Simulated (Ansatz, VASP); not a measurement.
One calculation of Cu, two programs

```
CELL_PARAMETERS angstrom
4.26645 0.00000 0.00000
-2.13322 3.69485 0.00000
0.00000 0.00000 2.56154
ATOMIC_POSITIONS crystal
Cu 0.00000 0.00000 0.00000
Cu 0.33333 0.66667 0.50000
Cu 0.66667 0.33333 0.50000
```

Alike in both runs: task single point; functional BLYP; k mesh 10 × 10 × 14; occupations fermi-dirac, width 0.1 eV; no spin polarisation.

|  | VASP | Ansatz |
| --- | --- | --- |
| version | VASP 6.6.1 | Ansatz 0.2.0 |
| potentials or method | VASP PAW PBE potentials, release 64 (Cu), cutoff 520 eV | plane waves (420 eV) with PAW, scalar-relativistic |
| valence electrons in the cell | 33 | 57 |

VASP gave:

* pressure (GPa): -3.3
* traceless stress, the component that is largest in VASP (GPa): -0.16

Question: Which values does Ansatz return?

Answer: Pressure (GPa): -3.9; traceless stress, the component that is largest in VASP (GPa): -0.14.

VASP's potentials were made for PBE, not for BLYP. VASP's potentials hold 33 valence electrons a cell and Ansatz's 57, so a difference there can come from the potentials and not from the codes.
